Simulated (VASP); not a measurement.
The system is MgS.

```
Mg S
1.0
    -0.02129    5.73583    5.68970
     5.53430    0.01211    5.65629
     2.79901    2.88307   -0.02580
Mg S
4 4
Direct
  0.00762 0.98731 0.01468
  0.00197 0.50422 0.98525
  0.50849 0.97577 0.05817
  0.50298 0.50567 0.00490
  0.13930 0.10127 0.24541
  0.14216 0.60084 0.28650
  0.57621 0.13659 0.31360
  0.62661 0.61431 0.23714
```

* Program: VASP 6.6.1
* Task: relaxation of cell and atoms
* Functional: PBEsol
* Potentials or basis: VASP PAW PBE potentials, release 64 (Mg, S)
* Cutoff: 600 eV
* k mesh: 6 × 6 × 6
* Occupations: fermi-dirac, width 0.05 eV
* Spin: no spin polarisation

At the start: pressure 0.3 GPa; volume 22.82 Å³/atom.

**Question.** How do energy, volume and symmetry change on relaxing?

**Answer.** Over 26 steps the energy falls by 95.0 meV/atom and the volume is 22.54 Å³/atom (-1.2 %); space group P1 (No. 1, to 0.1 Å) before, F-43m (No. 216, to 0.1 Å).

Step by step:
```tsv
step	energy change (eV)	largest force (eV/Å)	pressure (GPa)	volume (Å³)
1	0.0000	1.5524	0.35	182.57
2	-0.4449	1.2405	-0.86	183.84
3	-0.5336	1.0633	-1.16	184.82
4	-0.6915	0.4987	0.06	180.18
5	-0.6999	0.4307	0.47	178.93
6	-0.7358	0.2074	-0.17	180.70
7	-0.7384	0.1682	-0.37	181.33
8	-0.7457	0.1004	0.08	179.91
9	-0.7458	0.1050	0.12	179.80
10	-0.7489	0.0814	0.05	180.04
11	-0.7535	0.1122	-0.15	180.73
12	-0.7559	0.0622	0.04	180.17
13	-0.7561	0.0498	0.11	179.95
14	-0.7576	0.0431	0.04	180.17
15	-0.7581	0.0678	-0.01	180.35
16	-0.7588	0.0324	-0.01	180.36
17	-0.7590	0.0361	-0.01	180.36
18	-0.7593	0.0232	0.02	180.26
19	-0.7593	0.0222	0.01	180.27
20	-0.7595	0.0195	0.00	180.33
21	-0.7596	0.0289	-0.02	180.40
22	-0.7598	0.0191	0.01	180.28
23	-0.7598	0.0184	0.05	180.18
24	-0.7600	0.0104	-0.01	180.35
25	-0.7600	0.0107	-0.01	180.36
26	-0.7600	0.0055	0.00	180.33
```

Final structure:
```yaml
crystal:
  lattice:
    - [0.00360, 5.64999, 5.65580]
    - [5.64375, -0.00075, 5.65511]
    - [2.82261, 2.82574, 0.00012]
  atoms:
    - { symbol: Mg, position: [0.00079, 0.99062, 0.01854] }
    - { symbol: Mg, position: [0.00070, 0.49088, 0.01757] }
    - { symbol: Mg, position: [0.50051, 0.99092, 0.01811] }
    - { symbol: Mg, position: [0.50092, 0.49067, 0.01830] }
    - { symbol: S, position: [0.12544, 0.11579, 0.26863] }
    - { symbol: S, position: [0.12579, 0.61560, 0.26789] }
    - { symbol: S, position: [0.62563, 0.11563, 0.26829] }
    - { symbol: S, position: [0.62555, 0.61587, 0.26832] }
```

Caveat: the structure was generated, so it needn't be the stable form of MgS; the PAW data sets were made with another functional, which shifts forces and pressure a little.
